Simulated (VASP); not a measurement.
Write the native input for VASP 6.6.1 that does the following.

* Task: relaxation of cell and atoms
* Functional: PBE
* Potentials or basis: VASP PAW PBE potentials, release 64 (Si, C)
* Cutoff: 600 eV
* k mesh: 12 × 12 × 12
* Occupations: gaussian, width 0.01 eV
* Spin: no spin polarisation
* Dipole correction: no
* Further INCAR settings: ALGO = Normal; EDIFF = 1e-07; IBRION = 2; EDIFFG = -0.01; NSW = 100; ISIF = 3

The structure of Si2C lies in POSCAR:

```
Si2C
1.0
   -1.9280852418      2.8814669428      4.4962646328
    1.9280852418     -2.8814669428      4.4962646328
    1.9280852418      2.8814669428     -4.4962646328
Si C
4 2
Direct
    0.6179202903      0.3219066489      0.2960136414
    0.9741069925      0.6780933511      0.2960136414
    0.3820797097      0.6780933511      0.7039863586
    0.0258930075      0.3219066489      0.7039863586
    0.3805914971      0.5000000000      0.8805914971
    0.6194085029      0.5000000000      0.1194085029
```

These files were run (other wordings do the same):

INCAR

```
PREC = Accurate
ENCUT = 600
EDIFF = 1E-7
ISMEAR = 0
SIGMA = 0.01
LREAL = False
LASPH = True
NELM = 120
ALGO = Normal
ISIF = 3
LWAVE = False
LCHARG = False
GGA = PE
IBRION = 2
NSW = 100
EDIFFG = -0.01
GGA_COMPAT = False
NELMIN = 4
KPAR = 4
```

KPOINTS

```
regular mesh
0
Gamma
  12 12 12
```

Potentials or basis: VASP PAW PBE potentials, release 64 (Si, C).

Launch:

```sh
$ cat potpaw_PBE.64/Si/POTCAR potpaw_PBE.64/C/POTCAR > POTCAR
$ mpirun -np 4 vasp_std > vasp.out
```

Results of the run:

```yaml
Relaxed_volume: 16.61 Å³/atom
Relaxed_cell: a = 5.677 Å, b = 5.677 Å, c = 5.677 Å, α = 140.40°, β = 119.00°, γ = 75.21°
Space_group_after_relaxing_to_0.1_Å: Immm (No. 71)
Energy_gained_by_relaxing: 0.1 meV/atom
Ionic_steps: 6
Pressure_after_relaxing: 0.0 GPa
Largest_force_after_relaxing: 0.006 eV/Å
Band_gap_on_the_k_mesh: 0.07 eV (least direct gap 0.47 eV)
```

Wall time 20 min on 4 MPI ranks on Oxide Virtual Turin-like Processor, with other jobs on the host, peak memory 0.66 GiB a rank.
